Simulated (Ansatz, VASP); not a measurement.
## HRh6 in VASP and in Ansatz

The input INCAR:

```
SYSTEM = HRh6
ALGO = Fast
DIPOL = 0.5 0.5 0.309
EDIFF = 1E-6
ENCUT = 520
GGA = PE
IDIPOL = 3
ISIF = 2
ISMEAR = 0
LASPH = .TRUE.
LCHARG = .FALSE.
LDIPOL = .TRUE.
LREAL = .FALSE.
LWAVE = .FALSE.
NBANDS = 104
NELM = 60
PREC = Accurate
SIGMA = 0.1
```

The input KPOINTS:

```
k-points
0
G
  6 6 1
  0 0 0
```

File POSCAR:

```
HRh6
1.0
    5.4165863251      0.0000000000      0.0000000000
   -2.7082931626      4.6909013593      0.0000000000
    0.0000000000      0.0000000000     22.2966119230
Rh H
12 2
Direct
    0.3333333333      0.1666666667      0.1793994538
    0.3333333333      0.6666666667      0.1793994538
    0.8333333333      0.1666666667      0.1793994538
    0.8333333333      0.6666666667      0.1793994538
    0.1666666667      0.3333333333      0.2757769167
    0.1666666667      0.8333333333      0.2757769167
    0.6666666667      0.3333333333      0.2757769167
    0.6666666667      0.8333333333      0.2757769167
    0.0000000000      0.0000000000      0.3721019118
    0.0000000000      0.5000000000      0.3721019118
    0.5000000000      0.0000000000      0.3721019118
    0.5000000000      0.5000000000      0.3721019118
    0.2010222061      0.4020444122      0.5066515021
    0.2989777939      0.5979555878      0.5066515021
```

Input for Ansatz:

```yaml
crystal:
  lattice:
    - [5.4165863251, 0.0, 0.0]
    - [-2.7082931626, 4.6909013593, 0.0]
    - [0.0, 0.0, 22.296611923]
  atoms:
    - { symbol: Rh, position: [0.3333333333, 0.1666666667, 0.1793994538] }
    - { symbol: Rh, position: [0.3333333333, 0.6666666667, 0.1793994538] }
    - { symbol: Rh, position: [0.8333333333, 0.1666666667, 0.1793994538] }
    - { symbol: Rh, position: [0.8333333333, 0.6666666667, 0.1793994538] }
    - { symbol: Rh, position: [0.1666666667, 0.3333333333, 0.2757769167] }
    - { symbol: Rh, position: [0.1666666667, 0.8333333333, 0.2757769167] }
    - { symbol: Rh, position: [0.6666666667, 0.3333333333, 0.2757769167] }
    - { symbol: Rh, position: [0.6666666667, 0.8333333333, 0.2757769167] }
    - { symbol: Rh, position: [0.0, 0.0, 0.3721019118] }
    - { symbol: Rh, position: [0.0, 0.5, 0.3721019118] }
    - { symbol: Rh, position: [0.5, 0.0, 0.3721019118] }
    - { symbol: Rh, position: [0.5, 0.5, 0.3721019118] }
    - { symbol: H, position: [0.2010222061, 0.4020444122, 0.5066515021] }
    - { symbol: H, position: [0.2989777939, 0.5979555878, 0.5066515021] }
basis:
  ecutwfc: 420
kpoints:
  mp_grid: { grid: [6, 6, 1] }
hamiltonian:
  xc: pbe
  pseudopotentials: { kind: paw, azcp: { folder: soft_1 } }
scf:
  occupations: { method: gaussian, width: 0.1 }
output:
  forces: true
  eigenvalues: true
efield:
  axis: 3
  dipole_correction: true
  ramp_width: 0.04
```

Alike in both runs: task single point; functional PBE; k mesh 6 × 6 × 1; occupations gaussian, width 0.1 eV; no spin polarisation.

|  | VASP | Ansatz |
| --- | --- | --- |
| version | VASP 6.6.1 | Ansatz 0.2.0 |
| potentials or method | VASP PAW PBE potentials, release 64 (Rh_pv, H), cutoff 520 eV | scalar-relativistic, plane waves, PAW |
| valence electrons in the cell | 182 | 206 |

```csv
,VASP,Ansatz,Ansatz less VASP
gap on the k mesh at the Fermi level (eV),none,none,-
rms of the force components (eV/Å),0.751,0.751,0.0000
```

Atom by atom the forces differ by 0.001 eV/Å (rms over components). A gap of «none» marks a metal or a gap that the smearing closes. With one functional, cell and mesh, what is left measures potentials, basis and numerics. VASP's potentials hold 182 valence electrons a cell and Ansatz's 206, so a difference there can come from the potentials and not from the codes.
